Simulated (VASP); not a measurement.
# Rh (Fm-3m) in VASP: further runs, part 2 of 2

VASP 6.6.1.

## 4. Single point, r2SCAN

Input file POSCAR:

```
Rh
1.0
    0.0000000000      1.9008071574      1.9008071574
    1.9008071574      0.0000000000      1.9008071574
    1.9008071574      1.9008071574      0.0000000000
Rh
1
Direct
    0.0000000000      0.0000000000      0.0000000000
```

Input file INCAR.step1:

```
SYSTEM = Rh
PREC     = Accurate       ! precision mode
ENCUT    = 680            ! plane-wave cutoff, eV
ISMEAR   = 1              ! smearing method
SIGMA    = 0.6            ! smearing width, eV
LREAL    = .False.        ! projectors in reciprocal space
LASPH    = .True.         ! aspherical terms in the spheres
NELM     = 120            ! most SCF steps
NBANDS   = 14             ! bands
GGA      = PE             ! functional
ALGO     = Normal         ! electronic algorithm
EDIFF    = 1E-5           ! SCF threshold, eV
LWAVE    = .True.         ! write WAVECAR
LCHARG   = .False.        ! write CHGCAR
GGA_COMPAT= .False.
```

Input file INCAR.step2:

```
SYSTEM = Rh
PREC     = Accurate       ! precision mode
ENCUT    = 680            ! plane-wave cutoff, eV
EDIFF    = 1E-6           ! SCF threshold, eV
ISMEAR   = 1              ! smearing method
SIGMA    = 0.6            ! smearing width, eV
LREAL    = .False.        ! projectors in reciprocal space
LASPH    = .True.         ! aspherical terms in the spheres
NELM     = 120            ! most SCF steps
ALGO     = Normal         ! electronic algorithm
ISIF     = 2              ! what is computed and relaxed
LWAVE    = .False.        ! write WAVECAR
LCHARG   = .True.         ! write CHGCAR
METAGGA  = R2SCAN         ! meta-GGA
LMIXTAU  = .True.       
LELF     = .True.         ! ELF
LVHAR    = .True.       
NBANDS   = 14             ! bands
ISTART   = 1            
GGA_COMPAT= .False.
```

Input file KPOINTS:

```
regular mesh
0
Gamma
  14 14 14
  0 0 0
```

Potentials or basis: VASP PAW PBE potentials, release 64 (Rh_sv_GW).

Started as:

```sh
$ cat potpaw_PBE.64/Rh_sv_GW/POTCAR > POTCAR
$ cp INCAR.step1 INCAR
$ mpirun -np 1 vasp_std > vasp.out
$ cp INCAR.step2 INCAR
$ mpirun -np 1 vasp_std > vasp.out
```

OUTCAR:

```text
SYSTEM = Rh
   PREC = Accurate
   ENCUT = 680
   EDIFF = 1E-6
   ISMEAR = 1
   LREAL = .False.
   LASPH = .True.
   NELM = 120
   ISIF = 2
   METAGGA = R2SCAN
   ISTART = 1

 ion  position               nearest neighbor table
   1  0.000  0.000  0.000-

  LATTYP: Found a face centered cubic cell.
 ALAT       =     3.8016143148

  Lattice vectors:

 A1 = (   0.0000000000,   1.9008071574,   1.9008071574)
 A2 = (   1.9008071574,   0.0000000000,   1.9008071574)
 A3 = (   1.9008071574,   1.9008071574,   0.0000000000)

Analysis of symmetry for initial positions (statically):
=====================================================================
 Subroutine PRICEL returns:
 Original cell was already a primitive cell.

 Routine SETGRP: Setting up the symmetry group for a
 face centered cubic supercell.

 Subroutine GETGRP returns: Found 48 space group operations
 (whereof 48 operations were pure point group operations)
 out of a pool of 48 trial point group operations.

The static configuration has the point symmetry O_h .

Analysis of symmetry for dynamics (positions and initial velocities):
=====================================================================
 Subroutine PRICEL returns:
 Original cell was already a primitive cell.

 Routine SETGRP: Setting up the symmetry group for a
 face centered cubic supercell.

 Subroutine GETGRP returns: Found 48 space group operations
 (whereof 48 operations were pure point group operations)
 out of a pool of 48 trial point group operations.

The dynamic configuration has the point symmetry O_h .

 Subroutine INISYM returns: Found 48 space group operations
 (whereof 48 operations are pure point group operations),
 and found     1 'primitive' translations

----------------------------------------------------------------------------------------

                                     Primitive cell

  volume of cell :      13.7355

  direct lattice vectors                    reciprocal lattice vectors
     0.000000000  1.900807157  1.900807157    -0.263046148  0.263046148  0.263046148
     1.900807157  0.000000000  1.900807157     0.263046148 -0.263046148  0.263046148
[... 114 lines left out ...]
 non-spin polarized calculation
 Methfessel and Paxton  Order N= 1 SIGMA  =   0.60
  energy-cutoff  :      680.00
  volume of cell :       13.74
 maximum number of plane-waves:       568
   NGX = 11   NGY = 11   NGZ = 11

 number of electron      17.0000001 magnetization

 Free energy of the ion-electron system (eV)
  ---------------------------------------------------
  ext. energy  EPLUGINS =         0.00000000
  ---------------------------------------------------
  free energy    TOTEN  =       -23.28198834 eV

  energy without entropy =      -23.27891650  energy(sigma->0) =      -23.28096439

 E-fermi :  10.6982     XC(G=0): -15.2774

 val. band max:       10.6921056769   @ k =  -0.2857   0.3571   0.0714
 cond. band min:      10.7002028156   @ k =   0.4286   0.2857   0.0714
 fundamental gap:      0.0080971387
 Fermi energy:        10.6982196917

 k-point     1 :       0.0000    0.0000    0.0000
  band No.  band energies     occupation
      1     -70.4622      2.00000
      2     -37.0899      2.00000
      3     -37.0899      2.00000
      4     -37.0899      2.00000
      5       2.5469      2.00000
      6       7.5382      2.00000
      7       7.5382      2.00000
      8       7.5382      2.00000
      9       9.6358      2.03116
     10       9.6358      2.03116
     11      27.1689      0.00000
     12      32.8222      0.00000
     13      32.8222      0.00000
     14      32.8222      0.00000
[... 377 lines left out ...]
      1     -70.3891      2.00000
      2     -37.4821      2.00000
      3     -37.1986      2.00000
      4     -37.1901      2.00000
      5       4.8677      2.00000
      6       6.4906      2.00000
      7       7.8687      2.00000
      8       8.4675      2.00000
      9       9.7786      2.05234
     10      10.4032      1.73094
     11      27.3905      0.00000
     12      29.7196      0.00000
     13      32.2032      0.00000
     14      33.4011      0.00000

 [... further k-points ...]

------------------------ aborting loop because EDIFF is reached ----------------------------------------

  FORCE on cell =-STRESS in cart. coord.  units (eV):
  Direction    XX          YY          ZZ          XY          YZ          ZX
  --------------------------------------------------------------------------------------
  -------------------------------------------------------------------------------------
  Total       -0.0172737     -0.0172737     -0.0172737      0.0000000      0.0000000      0.0000000
  in kB       -2.0148892     -2.0148892     -2.0148892      0.0000000      0.0000000      0.0000000
  external PRESSURE =      -2.0148892 kB  Pullay stress =       0.0000000 kB

 VOLUME and BASIS-vectors are now :
 -----------------------------------------------------------------------------
  energy-cutoff  :      680.00
  volume of cell :       13.74
      direct lattice vectors                 reciprocal lattice vectors
     0.000000000  1.900807157  1.900807157    -0.263046148  0.263046148  0.263046148
     1.900807157  0.000000000  1.900807157     0.263046148 -0.263046148  0.263046148
     1.900807157  1.900807157  0.000000000     0.263046148  0.263046148 -0.263046148

 POSITION                                       TOTAL-FORCE (eV/Angst)
 -----------------------------------------------------------------------------------
      0.00000      0.00000      0.00000        -0.000000      0.000000     -0.000000
 -----------------------------------------------------------------------------------
    total drift:                                0.000000     -0.000000     -0.000000

  FREE ENERGIE OF THE ION-ELECTRON SYSTEM (eV)
  ---------------------------------------------------
  free  energy   TOTEN  =       -23.2819883380 eV

  energy  without entropy=      -23.2789164980  energy(sigma->0) =      -23.28096439
```

OSZICAR.step1:

```text
N       E                     dE             d eps       ncg     rms          rms(c)
DAV:   1     0.299393606570E+03    0.29939E+03   -0.11395E+04  2944   0.180E+03
DAV:   2     0.939587594810E+01   -0.29000E+03   -0.26437E+03  2930   0.691E+02
DAV:   3    -0.706430258428E+01   -0.16460E+02   -0.15737E+02  4264   0.165E+02
DAV:   4    -0.744737202299E+01   -0.38307E+00   -0.38287E+00  3356   0.276E+01
DAV:   5    -0.747164290880E+01   -0.24271E-01   -0.24270E-01  4796   0.643E+00    0.571E+01
DAV:   6    -0.643569532418E+01    0.10359E+01   -0.21461E+00  4518   0.340E+01    0.239E+01
DAV:   7    -0.640415352039E+01    0.31542E-01   -0.64132E-02  4732   0.353E+00    0.806E+00
DAV:   8    -0.640043191764E+01    0.37216E-02   -0.12226E-02  3646   0.303E+00    0.250E-01
DAV:   9    -0.640042783678E+01    0.40809E-05   -0.29986E-04  4606   0.390E-01    0.136E-01
DAV:  10    -0.640041595044E+01    0.11886E-04   -0.14935E-05  2574   0.581E-02    0.208E-02
DAV:  11    -0.640041740252E+01   -0.14521E-05   -0.32590E-06  1750   0.457E-02
   1 F= -.64004174E+01 E0= -.63984344E+01  d E =-.594905E-02
```

Wall time 73 s (1 thread of AMD EPYC 9R45 (Zen 5), shared host); peak memory 0.15 GiB.

Results:

```
Free energy            : -23.2820 eV
Pressure               : -0.2 GPa
Band gap on the k mesh : zero (an odd number of electrons rules out a gap without spin polarisation)
```

Caveat: so wide a smearing shifts energies and pressures; the PAW data sets were made with another functional, which shifts forces and pressure a little.

## 5. Single point, r2SCAN

POSCAR is that of step 4.

Input file INCAR.step1:

```
SYSTEM = Rh
PREC = Accurate
ENCUT = 680
ISMEAR = -1
SIGMA = 0.1
LREAL = .False.
LASPH = .True.
NELM = 120
NBANDS = 14
GGA = PE
ALGO = Normal
EDIFF = 1E-5
LWAVE = .True.
LCHARG = .False.
GGA_COMPAT = .False.
```

Input file INCAR.step2:

```
SYSTEM = Rh
PREC = Accurate
ENCUT = 680
EDIFF = 1E-6
ISMEAR = -1
SIGMA = 0.1
LREAL = .False.
LASPH = .True.
NELM = 120
ALGO = Normal
ISIF = 2
LWAVE = .False.
LCHARG = .True.
METAGGA = R2SCAN
LMIXTAU = .True.
LELF = .True.
LVHAR = .True.
NBANDS = 14
ISTART = 1
GGA_COMPAT = .False.
```

Input file KPOINTS:

```
Automatic mesh
0
Gamma
  9 9 9
  0 0 0
```

Started as:

```sh
$ cat potpaw_PBE.64/Rh_sv_GW/POTCAR > POTCAR
$ cp INCAR.step1 INCAR
$ mpirun -np 1 vasp_std > vasp.out
$ cp INCAR.step2 INCAR
$ mpirun -np 1 vasp_std > vasp.out
```

It took 23 s on 1 thread of Intel Xeon Platinum 8488C (Sapphire Rapids), shared host; peak memory 0.15 GiB.

It converged, with:

```yaml
Free_energy: -23.2948 eV
Pressure: 0.2 GPa
Band_gap_on_the_k_mesh: zero (an odd number of electrons rules out a gap without spin polarisation)
```

Levels at points of the mesh, in eV from the Fermi level:
```tsv
k point	band 6	band 7	band 8	band 9	band 10	band 11	band 12	band 13
(0.00, 0.00, 0.00)	-3.11	-3.11	-3.11	-1.01	-1.01	16.54	22.18	22.18
```

Caveat: the PAW data sets were made with another functional, which shifts forces and pressure a little.

## 6. Single point, r2SCAN

POSCAR is that of step 5.

Input file INCAR.step1:

```
SYSTEM = Rh
PREC = Accurate ; ENCUT = 680
ISMEAR = -1 ; SIGMA = 0.2
LREAL = .False. ; LASPH = .True.
NELM = 120 ; NBANDS = 14
GGA = PE ; ALGO = Normal
EDIFF = 1E-5 ; LWAVE = .True.
LCHARG = .False. ; GGA_COMPAT = .False.
```

Input file INCAR.step2:

```
SYSTEM = Rh
PREC = Accurate ; ENCUT = 680
EDIFF = 1E-6 ; ISMEAR = -1
SIGMA = 0.2 ; LREAL = .False.
LASPH = .True. ; NELM = 120
ALGO = Normal ; ISIF = 2
LWAVE = .False. ; LCHARG = .False.
METAGGA = R2SCAN ; LMIXTAU = .True.
NBANDS = 14 ; ISTART = 1
GGA_COMPAT = .False.
```

Input file KPOINTS:

```
Automatic mesh
0
Gamma
  14 14 14
  0 0 0
```

Potentials or basis: VASP PAW PBE potentials, release 64 (Rh_sv_GW).

Started as:

```sh
$ cat potpaw_PBE.64/Rh_sv_GW/POTCAR > POTCAR
$ cp INCAR.step1 INCAR
$ mpirun -np 1 vasp_std > vasp.out
$ cp INCAR.step2 INCAR
$ mpirun -np 1 vasp_std > vasp.out
```

It took 62 s on 1 thread of Intel Xeon Platinum 8375C at 2.90GHz (Ice Lake), shared host; peak memory 0.18 GiB.

It converged, with:

```yaml
Free_energy: -23.3708 eV
Pressure: 1.4 GPa
Band_gap_on_the_k_mesh: zero (an odd number of electrons rules out a gap without spin polarisation)
```

Levels at points of the mesh, in eV from the Fermi level:
```
           k point  band 6  band 7  band 8  band 9  band 10  band 11
(0.00, 0.00, 0.00)   -3.15   -3.15   -3.15   -1.04    -1.04    16.48
(0.50, 0.00, 0.00)   -3.26   -3.26    0.62    0.62     0.92     9.13
(0.50, 0.50, 0.00)   -6.15    0.54    1.07    1.07     3.50    12.91
```

Caveat: the PAW data sets were made with another functional, which shifts forces and pressure a little.

## 7. Overview

```csv
k mesh,smearing,gap on the mesh (eV),pressure (GPa)
14 × 14 × 14,fermi-dirac 0.3 eV,none,3.3
11 × 11 × 11,fermi-dirac 0.1 eV,none,0.3
14 × 14 × 14,methfessel-paxton 0.6 eV,none,-0.2
9 × 9 × 9,fermi-dirac 0.1 eV,none,0.2
14 × 14 × 14,fermi-dirac 0.2 eV,none,1.4
```

Alike in all rows: task single point; level r2SCAN; potentials or basis VASP PAW PBE potentials, release 64 (Rh_sv_GW); no spin polarisation; cell as given; cutoff (eV) 680.

Caveats: the PAW data sets were made with another functional, which shifts forces and pressure a little; so wide a smearing shifts energies and pressures (at least some runs); the cell stands under pressure (at least some runs).

Total energies depend on the potentials used, so only differences within one code and one set of settings carry meaning.

The gap in the log of VASP goes by the Fermi energy; the results here count the filled bands.